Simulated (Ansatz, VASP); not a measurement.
One calculation of LiH, two programs

```
Li H
1.0
     1.55177   -2.96121    0.04570
     1.55177    2.96121    0.04570
    -1.37263    0.00000    7.47309
Li H
2 2
Direct
  0.50000 0.50000 0.00000
  0.50000 0.50000 0.50000
  0.00000 0.50000 0.50000
  0.50000 0.00000 0.00000
```

Alike in both runs: functional PBE; k mesh 10 × 10 × 10; occupations gaussian, width 0.1 eV; no spin polarisation.

Ansatz relaxed the structure, and its values are those at the end. VASP's run is a single point on that final structure, the one shown.

|  | VASP | Ansatz |
| --- | --- | --- |
| version | VASP 6.6.1 | Ansatz 0.2.0 |
| potentials or method | VASP PAW PBE potentials, release 64 (Li_sv, H), cutoff 520 eV | scalar-relativistic, plane waves, PAW |
| valence electrons in the cell | 8 | 8 |

|  | VASP | Ansatz | Ansatz less VASP |
| --- | --- | --- | --- |
| gap on the k mesh at the Fermi level (eV) | 1.87 | 1.87 | +0.002 |
| least direct gap on the mesh (eV) | 3.28 | 3.28 | +0.003 |

With one functional, cell and mesh, what is left measures potentials, basis and numerics.

Noted on VASP's run: the cutoff is under 1.25 times that of the potentials, so the pressure is a little rough.
